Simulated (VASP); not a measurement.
Se:

```
CELL_PARAMETERS angstrom
4.06815 0.00000 0.00000
-2.03407 3.52312 0.00000
0.00000 0.00000 5.12773
ATOMIC_POSITIONS crystal
Se 0.24735 0.00000 0.33333
Se 0.00000 0.24735 0.66667
Se 0.75265 0.75265 0.00000
```

* Program: VASP 6.6.1
* Task: relaxation of cell and atoms
* Functional: LDA
* Potentials or basis: VASP PAW LDA potentials, release 64 (Se)
* Cutoff: 600 eV
* k mesh: 12 × 12 × 8
* Occupations: gaussian, width 0.02 eV
* Spin: no spin polarisation

At the start: pressure -2.0 GPa; volume 24.50 Å³/atom.

How do energy, volume and symmetry change on relaxing?

Over 11 steps the energy falls by 8.3 meV/atom and the volume is 23.04 Å³/atom (-5.9 %); space group P3_121 (No. 152, to 0.1 Å) before and after.

Step by step:
```
step  energy change (eV)  largest force (eV/Å)  pressure (GPa)  volume (Å³)
   1              0.0000                0.0643           -1.98        73.49
   2             -0.0065                0.3043            1.32        70.33
   3             -0.0123                0.1490           -0.10        71.59
   4             -0.0159                0.1223           -0.07        71.16
   5             -0.0229                0.0507            0.07        69.87
   6             -0.0190                0.0594            0.72        67.31
   7             -0.0244                0.0146            0.23        69.01
   8             -0.0238                0.0574           -0.58        69.59
   9             -0.0246                0.0119           -0.06        69.22
  10             -0.0248                0.0024           -0.03        69.17
  11             -0.0248                0.0034           -0.01        69.13
```

Final structure:
```
CELL_PARAMETERS angstrom
3.94568 0.00000 0.00000
-1.97284 3.41706 0.00000
0.00000 0.00000 5.12765
ATOMIC_POSITIONS crystal
Se 0.25608 0.00000 0.33333
Se 0.00000 0.25608 0.66667
Se 0.74392 0.74392 0.00000
```
